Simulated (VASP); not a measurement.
# FeSi (P2_13) in VASP: a series of runs

FeSi is run at these levels: LDA; tasks: relaxation of the atoms.

Program: VASP 6.6.1. These are calculated values, not measurements. Logs are shortened: lines on timing, memory, paths and dates and some standing lists are left out, and cuts for length are marked.

## 1. The cell of the first run

The structure is cubic, space group P2_13 (No. 198). Conventional cell: a = 4.430 Å, b = 4.430 Å, c = 4.430 Å, α = 90.00°, β = 90.00°, γ = 90.00°. Fe (site symmetry 3) has 7 Si at 2.26 to 2.48 Å and 6 Fe at 2.72 Å within 3.0 Å. Si (site symmetry 3) has 7 Fe at 2.26 to 2.48 Å and 6 Si at 2.74 Å within 3.0 Å.

## 2. Relaxation of the atoms, LDA

INCAR reads:

```
SYSTEM = FeSi
PREC = Accurate ; ENCUT = 520
EDIFF = 1E-6 ; ISMEAR = 0
SIGMA = 0.01 ; LREAL = .FALSE.
LASPH = .TRUE. ; NELM = 80
ALGO = Normal ; ISIF = 2
LWAVE = .FALSE. ; LCHARG = .FALSE.
IBRION = 2 ; NSW = 80
EDIFFG = -0.003
```

KPOINTS reads:

```
Automatic mesh
0
G
  8 8 8
  0 0 0
```

POSCAR reads:

```
FeSi
1.0
    4.4300000000      0.0000000000      0.0000000000
    0.0000000000      4.4300000000      0.0000000000
    0.0000000000      0.0000000000      4.4300000000
Fe Si
4 4
Direct
    0.1365200000      0.1365200000      0.1365200000
    0.3634800000      0.8634800000      0.6365200000
    0.6365200000      0.3634800000      0.8634800000
    0.8634800000      0.6365200000      0.3634800000
    0.8424000000      0.8424000000      0.8424000000
    0.6576000000      0.1576000000      0.3424000000
    0.3424000000      0.6576000000      0.1576000000
    0.1576000000      0.3424000000      0.6576000000
```

Potentials or basis: VASP PAW LDA potentials, release 64 (Fe, Si).

Launch:

```sh
> cat potpaw_LDA.64/Fe/POTCAR potpaw_LDA.64/Si/POTCAR > POTCAR
> mpirun -np 1 vasp_std > vasp.out
```

OUTCAR:

```text
SYSTEM = FeSi
   PREC = Accurate
   ENCUT = 520
   EDIFF = 1E-6
   ISMEAR = 0
   LREAL = .FALSE.
   LASPH = .TRUE.
   NELM = 80
   ISIF = 2
   IBRION = 2
   NSW = 80
   EDIFFG = -0.003

 ion  position               nearest neighbor table
   1  0.137  0.137  0.137-   5 2.26   6 2.31   7 2.31   8 2.31   7 2.48   8 2.48   6 2.48   3 2.72
                             4 2.72   2 2.72   2 2.72   4 2.72   3 2.72
   2  0.363  0.863  0.637-   6 2.26   5 2.31   7 2.31   8 2.31   7 2.48   8 2.48   5 2.48   1 2.72
                             1 2.72   3 2.72   3 2.72   4 2.72   4 2.72
   3  0.637  0.363  0.863-   7 2.26   6 2.31   5 2.31   8 2.31   8 2.48   6 2.48   5 2.48   1 2.72
                             4 2.72   2 2.72   2 2.72   4 2.72   1 2.72
   4  0.863  0.637  0.363-   8 2.26   6 2.31   7 2.31   5 2.31   6 2.48   5 2.48   7 2.48   1 2.72
                             3 2.72   2 2.72   1 2.72   2 2.72   3 2.72
   5  0.842  0.842  0.842-   1 2.26   2 2.31   3 2.31   4 2.31   3 2.48   4 2.48   2 2.48   6 2.74
                             7 2.74   8 2.74   6 2.74   8 2.74   7 2.74
   6  0.658  0.158  0.342-   2 2.26   1 2.31   3 2.31   4 2.31   3 2.48   4 2.48   1 2.48   8 2.74
                             5 2.74   5 2.74   7 2.74   7 2.74   8 2.74
   7  0.342  0.658  0.158-   3 2.26   2 2.31   1 2.31   4 2.31   4 2.48   2 2.48   1 2.48   8 2.74
                             5 2.74   8 2.74   6 2.74   6 2.74   5 2.74
   8  0.158  0.342  0.658-   4 2.26   2 2.31   3 2.31   1 2.31   2 2.48   1 2.48   3 2.48   7 2.74
                             5 2.74   7 2.74   5 2.74   6 2.74   6 2.74

  LATTYP: Found a simple cubic cell.
 ALAT       =     4.4300000000

  Lattice vectors:

 A1 = (   4.4300000000,   0.0000000000,   0.0000000000)
 A2 = (   0.0000000000,   4.4300000000,   0.0000000000)
 A3 = (   0.0000000000,   0.0000000000,   4.4300000000)

Analysis of symmetry for initial positions (statically):
=====================================================================
 Subroutine PRICEL returns:
 Original cell was already a primitive cell.

 Routine SETGRP: Setting up the symmetry group for a
 simple cubic supercell.

 Subroutine GETGRP returns: Found 12 space group operations
 (whereof  3 operations were pure point group operations)
 out of a pool of 48 trial point group operations.

The static configuration has the point symmetry C_3 .
 The point group associated with its full space group is T   .

Analysis of symmetry for dynamics (positions and initial velocities):
=====================================================================
 Subroutine PRICEL returns:
 Original cell was already a primitive cell.

 Routine SETGRP: Setting up the symmetry group for a
 simple cubic supercell.

[... 131 lines left out ...]
   EFERMI =   0.00;   METHOD = LEGACY
   ISMEAR =     0;   SIGMA  =   0.01  broadening in eV -4-tet -1-fermi 0-gaus
   EFERMI_NEDOS =   21; number of points for ismear=-14 and -15
   IALGO  =     38    algorithm
   IMIX   =      4    mixing-type and parameters
     AMIX     =   0.40;   BMIX     =  1.00
     AMIX_MAG =   1.60;   BMIX_MAG =  1.00
  volume/ion in A,a.u.               =      10.87        73.34
  Fermi-wavevector in a.u.,A,eV,Ry     =   1.343027  2.537954 24.541133  1.803722
  Thomas-Fermi vector in A             =   2.471134
   LORBIT       =      0    0 simple, 1 ext, 2 COOP (PROOUT), +10 PAW based schemes
   GGA     = CA    functional components
   LHFCALC =     F    Hartree Fock is set to
   AEXX    =    0.0000 exact exchange contribution
   IVDW    =     0    specifies the selected vdW correction
   LEPSILON=     F    determine dielectric tensor
   LRPA    =     F    only Hartree local field effects (RPA)
 conjugate gradient relaxation of ions
 non-spin polarized calculation
 Gauss-broadening in eV      SIGMA  =   0.01
  energy-cutoff  :      520.00
  volume of cell :       86.94
 maximum number of plane-waves:      2360
 NGX is ok and might be reduce to    36
   NGX = 17   NGY = 17   NGZ = 17

--------------------------------------- Ionic step        1  -------------------------------------------

 number of electron      48.0000015 magnetization

 Free energy of the ion-electron system (eV)
  ---------------------------------------------------
  ext. energy  EPLUGINS =         0.00000000
  ---------------------------------------------------
  free energy    TOTEN  =       -66.44897955 eV

  energy without entropy =      -66.44897955  energy(sigma->0) =      -66.44897955

------------------------ aborting loop because EDIFF is reached ----------------------------------------

  FORCE on cell =-STRESS in cart. coord.  units (eV):
  Direction    XX          YY          ZZ          XY          YZ          ZX
  --------------------------------------------------------------------------------------
  -------------------------------------------------------------------------------------
  Total       -5.1353003     -5.1353003     -5.1353003      0.0000000      0.0000000      0.0000000
  in kB      -94.6379338    -94.6379338    -94.6379338      0.0000000      0.0000000      0.0000000
  external PRESSURE =     -94.6379338 kB  Pullay stress =       0.0000000 kB
[... 155 lines left out ...]
--------------------------------------- Ionic step        5  -------------------------------------------

 number of electron      48.0000005 magnetization

 Free energy of the ion-electron system (eV)
  ---------------------------------------------------
  ext. energy  EPLUGINS =         0.00000000
  ---------------------------------------------------
  free energy    TOTEN  =       -66.46030503 eV

  energy without entropy =      -66.46030503  energy(sigma->0) =      -66.46030503

 E-fermi :   9.8576     XC(G=0): -13.0280

 val. band max:        9.7990203288   @ k =   0.2500   0.1250   0.1250
 cond. band min:       9.9311327984   @ k =   0.3750   0.1250   0.1250
 fundamental gap:      0.1321124696
 Fermi energy:         9.8575884818

 k-point     1 :       0.0000    0.0000    0.0000
  band No.  band energies     occupation
      1      -3.4540      2.00000
      2       1.9176      2.00000
      3       1.9176      2.00000
      4       1.9176      2.00000
      5       4.7421      2.00000
      6       4.7421      2.00000
[... 757 lines left out ...]
     28      11.9855      0.00000
     29      12.2953      0.00000

 [... further k-points ...]

------------------------ aborting loop because EDIFF is reached ----------------------------------------

  FORCE on cell =-STRESS in cart. coord.  units (eV):
  Direction    XX          YY          ZZ          XY          YZ          ZX
  --------------------------------------------------------------------------------------
  -------------------------------------------------------------------------------------
  Total       -4.8379423     -4.8379423     -4.8379423      0.0000000     -0.0000000      0.0000000
  in kB      -89.1579523    -89.1579523    -89.1579523      0.0000000     -0.0000000      0.0000000
  external PRESSURE =     -89.1579523 kB  Pullay stress =       0.0000000 kB
[... 23 lines left out ...]
  FREE ENERGIE OF THE ION-ELECTRON SYSTEM (eV)
  ---------------------------------------------------
  free  energy   TOTEN  =       -66.4603050299 eV

  energy  without entropy=      -66.4603050299  energy(sigma->0) =      -66.46030503

 reached required accuracy - stopping structural energy minimisation
```

OSZICAR:

```text
N       E                     dE             d eps       ncg     rms          rms(c)
DAV:   1     0.358091006106E+03    0.35809E+03   -0.19872E+04  2610   0.188E+03
DAV:   2    -0.325526151514E+02   -0.39064E+03   -0.37970E+03  2610   0.429E+02
[... 36 lines left out ...]
       N       E                     dE             d eps       ncg     rms          rms(c)
DAV:   1    -0.664602775542E+02   -0.37742E-04   -0.41760E-02  2610   0.114E+00    0.361E-02
DAV:   2    -0.664603126442E+02   -0.35090E-04   -0.44042E-04  3953   0.221E-01    0.256E-02
DAV:   3    -0.664603091286E+02    0.35156E-05   -0.42543E-05  3984   0.812E-02    0.188E-02
DAV:   4    -0.664603050224E+02    0.41063E-05   -0.11656E-05  3804   0.377E-02    0.204E-03
DAV:   5    -0.664603050299E+02   -0.75784E-08   -0.36966E-07  1565   0.595E-03
   5 F= -.66460305E+02 E0= -.66460305E+02  d E =-.505250E-03
```

CONTCAR:

```text
FeSi
   1.00000000000000
     4.4299999999999997    0.0000000000000000    0.0000000000000000
     0.0000000000000000    4.4299999999999997    0.0000000000000000
     0.0000000000000000    0.0000000000000000    4.4299999999999997
  Fe              Si
     4     4
Direct
     0.1352946753763256    0.1352946753763256    0.1352946753763256
     0.3647053246236744    0.8647053246236743    0.6352946753763257
     0.6352946753763257    0.3647053246236744    0.8647053246236743
     0.8647053246236743    0.6352946753763257    0.3647053246236744
     0.8400015286973681    0.8400015286973681    0.8400015286973681
     0.6599984713026319    0.1599984713026320    0.3400015286973680
     0.3400015286973680    0.6599984713026319    0.1599984713026320
     0.1599984713026320    0.3400015286973680    0.6599984713026319

  0.00000000E+00  0.00000000E+00  0.00000000E+00
  0.00000000E+00  0.00000000E+00  0.00000000E+00
  0.00000000E+00  0.00000000E+00  0.00000000E+00
  0.00000000E+00  0.00000000E+00  0.00000000E+00
  0.00000000E+00  0.00000000E+00  0.00000000E+00
  0.00000000E+00  0.00000000E+00  0.00000000E+00
  0.00000000E+00  0.00000000E+00  0.00000000E+00
  0.00000000E+00  0.00000000E+00  0.00000000E+00
```

Run time: 7.8 min. Hardware: 1 thread of Oxide Virtual Turin-like, shared host; peak memory 0.2 GiB.

Results:

```yaml
Free_energy: -66.4603 eV
Energy_gained_by_relaxing: 1.4 meV/atom
Ionic_steps: 5
Pressure_after_relaxing: -8.9 GPa
Band_gap_on_the_k_mesh: 0.13 eV (least direct gap 0.16 eV)
```

Step by step:
| step | energy change (eV) | largest force (eV/Å) | pressure (GPa) |
| --- | --- | --- | --- |
| 1 | 0.0000 | 0.2715 | -9.46 |
| 2 | -0.0099 | 0.0710 | -9.17 |
| 3 | -0.0108 | 0.0536 | -9.05 |
| 4 | -0.0113 | 0.0191 | -8.98 |
| 5 | -0.0113 | 0.0017 | -8.92 |

Final structure:
```cif
data_structure
_symmetry_space_group_name_H-M 'P 1'
_symmetry_Int_Tables_number 1
_cell_length_a 4.4300
_cell_length_b 4.4300
_cell_length_c 4.4300
_cell_angle_alpha 90.000
_cell_angle_beta 90.000
_cell_angle_gamma 90.000
_cell_volume 86.94
loop_
_atom_site_label
_atom_site_type_symbol
_atom_site_fract_x
_atom_site_fract_y
_atom_site_fract_z
_atom_site_occupancy
Fe1 Fe 0.13529 0.13529 0.13529 1
Fe2 Fe 0.36471 0.86471 0.63529 1
Fe3 Fe 0.63529 0.36471 0.86471 1
Fe4 Fe 0.86471 0.63529 0.36471 1
Si1 Si 0.84000 0.84000 0.84000 1
Si2 Si 0.66000 0.16000 0.34000 1
Si3 Si 0.34000 0.66000 0.16000 1
Si4 Si 0.16000 0.34000 0.66000 1
```

A k mesh can miss the band edges. Spin polarisation is off, so any magnetic state and its effect on volume and gap are missing.

## 3. Relaxation of the atoms, LDA

This run uses another cell than the first one, of 11.62 Å³/atom.

INCAR reads:

```
  PREC = Accurate
  ENCUT = 520
  EDIFF = 1E-6
  ISMEAR = 0
  SIGMA = 0.01
  LREAL = F
  LASPH = T
  NELM = 80
  ALGO = Normal
  ISIF = 2
  LWAVE = F
  LCHARG = F
  GGA = CA
  IBRION = 2
  NSW = 80
  EDIFFG = -0.003
```

KPOINTS reads:

```
regular mesh
0
Gamma
  8 8 8
```

Edit POSCAR of step 2 so:

```diff
@@ -2,5 +2,5 @@
 1.0
-    4.4300000000      0.0000000000      0.0000000000
-    0.0000000000      4.4300000000      0.0000000000
-    0.0000000000      0.0000000000      4.4300000000
+    4.5300000000      0.0000000000      0.0000000000
+    0.0000000000      4.5300000000      0.0000000000
+    0.0000000000      0.0000000000      4.5300000000
 Fe Si
```

Potentials or basis: VASP PAW LDA potentials, release 64 (Fe, Si).

Launch:

```sh
> cat potpaw_LDA.64/Fe/POTCAR potpaw_LDA.64/Si/POTCAR > POTCAR
> mpirun -np 1 vasp_std > vasp.out
```

Run time: 8.7 min. Hardware: 1 thread of Oxide Virtual Turin-like, shared host; peak memory 0.2 GiB.

The run converged. Its results:

| Quantity | Value |
| --- | --- |
| Free energy | -65.8917 eV |
| Energy gained by relaxing | 6.4 meV/atom |
| Ionic steps | 5 |
| Pressure after relaxing | -20.5 GPa |
| Band gap on the k mesh | 0.14 eV (least direct gap 0.16 eV) |

Forces in eV/Å, atoms in the order of the input:
```
Fe   0.000  0.000  0.000
Fe   0.000  0.000  0.000
Fe   0.000  0.000  0.000
Fe   0.000  0.000  0.000
Si   0.002  0.002  0.002
Si  -0.002 -0.002  0.002
Si   0.002 -0.002 -0.002
Si  -0.002  0.002 -0.002
```

The path:
| step | energy change (eV) | largest force (eV/Å) | pressure (GPa) |
| --- | --- | --- | --- |
| 1 | 0.0000 | 0.3450 | -22.17 |
| 2 | -0.0334 | 0.2159 | -21.57 |
| 3 | -0.0490 | 0.0795 | -20.68 |
| 4 | -0.0509 | 0.0211 | -20.58 |
| 5 | -0.0510 | 0.0029 | -20.53 |

Final structure:
```
CELL_PARAMETERS angstrom
4.53000 0.00000 0.00000
0.00000 4.53000 0.00000
0.00000 0.00000 4.53000
ATOMIC_POSITIONS crystal
Fe 0.13106 0.13106 0.13106
Fe 0.36894 0.86894 0.63106
Fe 0.63106 0.36894 0.86894
Fe 0.86894 0.63106 0.36894
Si 0.83812 0.83812 0.83812
Si 0.66188 0.16188 0.33812
Si 0.33812 0.66188 0.16188
Si 0.16188 0.33812 0.66188
```

Levels at points of the mesh, in eV from the valence-band top:
| k point | band 21 | band 22 | band 23 | band 24 | band 25 | band 26 | band 27 | band 28 |
| --- | --- | --- | --- | --- | --- | --- | --- | --- |
| (0.00, 0.00, 0.00) | -0.25 | -0.25 | -0.02 | -0.02 | 0.60 | 0.60 | 0.60 | 2.83 |
| (0.50, 0.00, 0.00) | -0.34 | -0.34 | -0.02 | -0.02 | 0.19 | 0.19 | 1.63 | 1.63 |
| (0.50, 0.50, 0.00) | -0.94 | -0.94 | -0.32 | -0.32 | 0.60 | 0.60 | 1.19 | 1.19 |
| (0.50, 0.50, 0.50) | -0.58 | -0.58 | -0.58 | -0.58 | 0.44 | 0.44 | 0.44 | 0.44 |

## 4. Relaxation of the atoms, LDA

This run uses another cell than the first one, of 11.25 Å³/atom.

INCAR reads:

```
  PREC = Accurate
  ENCUT = 520
  EDIFF = 1E-7
  ISMEAR = 0
  SIGMA = 0.01
  LREAL = False
  LASPH = True
  NELM = 60
  ALGO = Normal
  ISIF = 2
  LWAVE = False
  LCHARG = False
  IBRION = 2
  NSW = 80
  EDIFFG = -0.003
```

KPOINTS is that of step 3.

Edit POSCAR of step 3 so:

```diff
@@ -2,5 +2,5 @@
 1.0
-    4.5300000000      0.0000000000      0.0000000000
-    0.0000000000      4.5300000000      0.0000000000
-    0.0000000000      0.0000000000      4.5300000000
+    4.4820000000      0.0000000000      0.0000000000
+    0.0000000000      4.4820000000      0.0000000000
+    0.0000000000      0.0000000000      4.4820000000
 Fe Si
```

Launch:

```sh
> cat potpaw_LDA.64/Fe/POTCAR potpaw_LDA.64/Si/POTCAR > POTCAR
> mpirun -np 1 vasp_std > vasp.out
```

It took 6.1 min on 1 thread of Oxide Virtual Turin-like, shared host; peak memory 0.2 GiB.

Results (log left out):

```yaml
Free_energy: -66.2219 eV
Energy_gained_by_relaxing: 3.3 meV/atom
Ionic_steps: 5
Pressure_after_relaxing: -15.5 GPa
Band_gap_on_the_k_mesh: 0.14 eV (least direct gap 0.16 eV)
```

Step by step:
| step | energy change (eV) | largest force (eV/Å) | pressure (GPa) |
| --- | --- | --- | --- |
| 1 | 0.0000 | 0.3120 | -16.60 |
| 2 | -0.0198 | 0.1367 | -16.17 |
| 3 | -0.0253 | 0.0746 | -15.72 |
| 4 | -0.0265 | 0.0217 | -15.58 |
| 5 | -0.0266 | 0.0008 | -15.54 |

Final structure:
```
CELL_PARAMETERS angstrom
4.48200 0.00000 0.00000
0.00000 4.48200 0.00000
0.00000 0.00000 4.48200
ATOMIC_POSITIONS crystal
Fe 0.13325 0.13325 0.13325
Fe 0.36675 0.86675 0.63325
Fe 0.63325 0.36675 0.86675
Fe 0.86675 0.63325 0.36675
Si 0.83910 0.83910 0.83910
Si 0.66090 0.16090 0.33910
Si 0.33910 0.66090 0.16090
Si 0.16090 0.33910 0.66090
```

Levels at points of the mesh, in eV from the valence-band top:
| k point | band 21 | band 22 | band 23 | band 24 | band 25 | band 26 | band 27 | band 28 |
| --- | --- | --- | --- | --- | --- | --- | --- | --- |
| (0.00, 0.00, 0.00) | -0.26 | -0.26 | -0.02 | -0.02 | 0.62 | 0.62 | 0.62 | 2.96 |
| (0.50, 0.00, 0.00) | -0.35 | -0.35 | -0.02 | -0.02 | 0.18 | 0.18 | 1.68 | 1.68 |
| (0.50, 0.50, 0.00) | -0.98 | -0.98 | -0.33 | -0.33 | 0.62 | 0.62 | 1.24 | 1.24 |
| (0.50, 0.50, 0.50) | -0.61 | -0.61 | -0.61 | -0.61 | 0.45 | 0.45 | 0.45 | 0.45 |

A k mesh can miss the band edges. Spin polarisation is off, so any magnetic state and its effect on volume and gap are missing.

## 5. Overview

| cell | gap on the mesh (eV) | pressure (GPa) |
| --- | --- | --- |
| atoms relaxed from a = 4.430 Å, 8 atoms | 0.13 | -8.9 |
| atoms relaxed from a = 4.530 Å, 8 atoms | 0.14 | -20.5 |
| atoms relaxed from a = 4.482 Å, 8 atoms | 0.14 | -15.5 |

Alike in all rows: task relaxation of the atoms; level LDA; potentials or basis VASP PAW LDA potentials, release 64 (Fe, Si); no spin polarisation; k mesh 8 × 8 × 8; cutoff (eV) 520; smearing gaussian 0.01 eV.

Absolute energies hang on the potentials; compare differences alone.
